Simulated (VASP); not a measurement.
A run of VASP 6.6.1 is set up as follows.

POSCAR

```
Sr4Ti4O11
1.0
   -3.9072701075      3.9072701075      3.9072701075
    3.9072701075     -3.9072701075      3.9072701075
    3.9072701075      3.9072701075     -3.9072701075
Sr Ti O
4 4 11
Direct
    0.4991024286     -0.0017951152      0.4991024286
    0.0008975576      0.4999999862      0.4991024286
    0.0008975576      0.0017951152      0.0008975576
    0.4991024286      0.4999999862      0.0008975576
    0.4836782326      0.4999999862      0.4836782326
    0.0000000000      0.0000000000      0.4999999862
    0.0163217536      0.4999999862      0.0163217536
    0.4999999862      0.0000000000      0.0000000000
    0.2747493699      0.2562459140      0.5185034421
    0.2499999931      0.0000000000      0.7499999794
    0.2499999931      0.4999999862      0.2499999931
    0.7499999794      0.0000000000      0.2499999931
    0.7622575143      0.7437540585      0.5185034421
    0.7377424444      0.2562459140     -0.0185034559
    0.2252506164      0.7437540585     -0.0185034559
    0.5185034421      0.2562459140      0.2747493699
   -0.0185034559      0.7437540585      0.2252506164
   -0.0185034559      0.2562459140      0.7377424444
    0.5185034421      0.7437540585      0.7622575143
```

Contents of INCAR.step1:

```
PREC = Accurate ; ENCUT = 520
ISMEAR = 0 ; SIGMA = 0.02
LREAL = Auto ; LASPH = T
NELM = 60 ; NBANDS = 92
NELECT = 152.0 ; GGA = PE
ALGO = Normal ; EDIFF = 1E-4
LWAVE = T ; LCHARG = F
```

File INCAR.step2:

```
PREC = Accurate ; ENCUT = 520
EDIFF = 1E-6 ; ISMEAR = 0
SIGMA = 0.02 ; LREAL = Auto
LASPH = T ; NELM = 60
ALGO = Normal ; ISIF = 2
LWAVE = F ; LCHARG = F
METAGGA = R2SCAN ; LMIXTAU = T
NBANDS = 92 ; NELECT = 152.0
ISTART = 1
```

Contents of KPOINTS:

```
Automatic mesh
0
Gamma
  2 2 2
  0.5 0.5 0.5
```

Potentials or basis: VASP PAW PBE potentials, release 64 (Sr_sv, Ti_sv, O).

Run with:

```sh
$ cat potpaw_PBE.64/Sr_sv/POTCAR potpaw_PBE.64/Ti_sv/POTCAR potpaw_PBE.64/O/POTCAR > POTCAR
$ cp INCAR.step1 INCAR
$ mpirun -np 1 vasp_std > vasp.out
$ cp INCAR.step2 INCAR
$ mpirun -np 1 vasp_std > vasp.out
```

(1) What does it give for the largest force?

Results:

(1) 0.109 eV/Å.

Caveat: the k points lie up to 0.57 Å⁻¹ apart; the cell carries a net charge on a neutralising background, which shifts energy and pressure; the PAW data sets were made with another functional, which shifts forces and pressure a little.
